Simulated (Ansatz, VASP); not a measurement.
MoS2: VASP beside Ansatz

Contents of INCAR:

```
PREC     = Accurate       # precision mode
ENCUT    = 600            # plane-wave cutoff, eV
EDIFF    = 1E-6           # SCF threshold, eV
ISMEAR   = -1             # smearing method
SIGMA    = 0.05           # smearing width, eV
LREAL    = F              # projectors in reciprocal space
LASPH    = T              # aspherical terms in the spheres
NELM     = 100            # most SCF steps
ALGO     = Normal         # electronic algorithm
ISIF     = 3              # what is computed and relaxed
LWAVE    = F              # write WAVECAR
LCHARG   = F              # write CHGCAR
GGA      = PE             # functional
IBRION   = 2              # ionic algorithm
NSW      = 60             # ionic steps
EDIFFG   = -0.01          # ionic threshold
```

File KPOINTS:

```
Automatic mesh
0
Gamma
  9 9 4
```

Contents of POSCAR:

```
MoS2
1.0
    3.2274645616      0.0000000000      0.0000000000
   -1.6137322808      2.7950663001      0.0000000000
    0.0000000000      0.0000000000      6.3124734200
Mo S
1 2
Direct
    0.0000000000      0.0000000000      0.5000000000
    0.6666666667      0.3333333333      0.7446806800
    0.3333333333      0.6666666667      0.2553193200
```

Contents of input.yaml:

```yaml
crystal:
  lattice:
    - [3.2274645616, 0.0, 0.0]
    - [-1.6137322808, 2.7950663001, 0.0]
    - [0.0, 0.0, 6.31247342]
  atoms:
    - { symbol: Mo, position: [0.0, 0.0, 0.5] }
    - { symbol: S, position: [0.6666666667, 0.3333333333, 0.74468068] }
    - { symbol: S, position: [0.3333333333, 0.6666666667, 0.25531932] }
hamiltonian:
  xc: pbe
  pseudopotentials: { kind: paw }
kpoints:
  mp_grid: { grid: [9, 9, 4] }
scf:
  occupations: { method: fermi_dirac, width: 0.05 }
output:
  forces: true
  stress: true
  eigenvalues: true
  write_density: true
  write_potential: true
  elf: true
  volumetric_format: npy
relax:
  f_tol: 0.01
  max_steps: 40
  cell: { stress_tol: 0.05 }
```

Alike in both runs: task relaxation of cell and atoms; functional PBE; k mesh 9 × 9 × 4; occupations fermi-dirac, width 0.05 eV; no spin polarisation.

|  | VASP | Ansatz |
| --- | --- | --- |
| version | VASP 6.6.1 | Ansatz 0.2.0 |
| potentials or method | VASP PAW PBE potentials, release 64 (Mo_sv, S) | Ansatz PAW |
| plane-wave cutoff (eV) | 600 | 420 |
| valence electrons in the cell | 26 | 26 |

```tsv
	VASP	Ansatz	Ansatz less VASP
gap on the k mesh at the Fermi level, each at its own relaxed structure (eV)	none	none	-
relaxed volume (Å³/atom)	20.06	20.44	+0.380
relaxed cell length with the largest relative difference (Å)	6.819	6.949	+0.1299
```

A gap of «none» marks a metal or a gap that the smearing closes.

Noted on Ansatz's run: the plane-wave basis is chosen anew once the cell has moved, so the energies of steps on either side of that aren't comparable.
